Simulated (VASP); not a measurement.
Wanted: the native input for a VASP 6.6.1 run.

```
Task                   : relaxation of volume and atoms at fixed shape
Functional             : LDA
Potentials or basis    : VASP PAW LDA potentials, release 64 (Ir, Pt)
Cutoff                 : 600 eV
k mesh                 : 7 × 7 × 7
Occupations            : methfessel-paxton, width 0.05 eV
Spin                   : no spin polarisation
Dipole correction      : no
Further INCAR settings : ALGO = Normal; EDIFF = 1e-06; IBRION = 2; EDIFFG = -0.03; NSW = 60; ISIF = 8
```

The structure of IrPt lies in POSCAR:

```
IrPt
1.0
    1.3924200000      0.8039200000      4.4997000000
   -1.3924200000      0.8039200000      4.4997000000
    0.0000000000     -1.6078300000      4.4997000000
Ir Pt
1 1
Direct
    0.0000000000      0.0000000000      0.0000000000
    0.5000000000      0.5000000000      0.5000000000
```

These files were run (other wordings do the same):

INCAR

```
SYSTEM = IrPt
PREC     = Accurate       ! precision mode
ENCUT    = 600            ! plane-wave cutoff, eV
EDIFF    = 1E-6           ! SCF threshold, eV
ISMEAR   = 1              ! smearing method
SIGMA    = 0.05           ! smearing width, eV
LREAL    = .False.        ! projectors in reciprocal space
LASPH    = .True.         ! aspherical terms in the spheres
NELM     = 100            ! most SCF steps
ALGO     = Normal         ! electronic algorithm
ISIF     = 8              ! what is computed and relaxed
LWAVE    = .False.        ! write WAVECAR
LCHARG   = .False.        ! write CHGCAR
GGA      = CA             ! functional
IBRION   = 2              ! ionic algorithm
NSW      = 60             ! ionic steps
EDIFFG   = -0.03          ! ionic threshold
```

KPOINTS

```
regular mesh
0
Gamma
  7 7 7
  0 0 0
```

Potentials or basis: VASP PAW LDA potentials, release 64 (Ir, Pt).

Launch:

```sh
$ cat potpaw_LDA.64/Ir/POTCAR potpaw_LDA.64/Pt/POTCAR > POTCAR
$ mpirun -np 1 vasp_std > vasp.out
```

Results of the run:

```
Relaxed volume                         : 14.35 Å³/atom
Relaxed cell                           : a = 4.696 Å, b = 4.696 Å, c = 4.696 Å, α = 33.88°, β = 33.88°, γ = 33.88°
Space group after relaxing (to 0.05 Å) : R-3m (No. 166)
Energy gained by relaxing              : 40.2 meV/atom
Ionic steps                            : 5
Pressure after relaxing                : 0.0 GPa
```

Caveat: the k points lie up to 0.38 Å⁻¹ apart in the final cell.

Run time: 62 s on 1 thread of Intel(R) Xeon(R) 6975P-C (Granite Rapids), on a shared host, peak memory 0.24 GiB.
